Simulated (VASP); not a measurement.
Here is a VASP 6.6.1 calculation.

File INCAR:

```
PREC = Accurate
ENCUT = 520
EDIFF = 1E-6
ISMEAR = -1
SIGMA = 0.05
LREAL = False
LASPH = True
NELM = 150
ALGO = Normal
ISIF = 2
LWAVE = False
LCHARG = False
MAGMOM = 0 0 0
LORBIT = 11
LSORBIT = True
GGA_COMPAT = False
LORBMOM = True
GGA = PS
NBANDS = 24
```

KPOINTS

```
regular mesh
0
Gamma
  8 8 8
```

POSCAR

```
In
1.0
   -1.6254700000      1.6254700000      2.4737000000
    1.6254700000     -1.6254700000      2.4737000000
    1.6254700000      1.6254700000     -2.4737000000
In
1
Direct
    0.0000000000      0.0000000000      0.0000000000
```

Potentials or basis: VASP PAW PBE potentials, release 64 (In_d).

Launch:

```sh
$ cat potpaw_PBE.64/In_d/POTCAR > POTCAR
$ mpirun -np 1 vasp_ncl > vasp.out
```

Question: Estimate the pressure.

Answer: -1.1 GPa.

Question: Estimate the net moment.

Answer: 0.00 μB per cell.

Stress tensor (GPa, compression positive):
```
-2.40  0.00  0.00
 0.00 -2.40  0.00
 0.00  0.00  1.40
```

Caveat: the PAW data sets were made with another functional, which shifts forces and pressure a little.
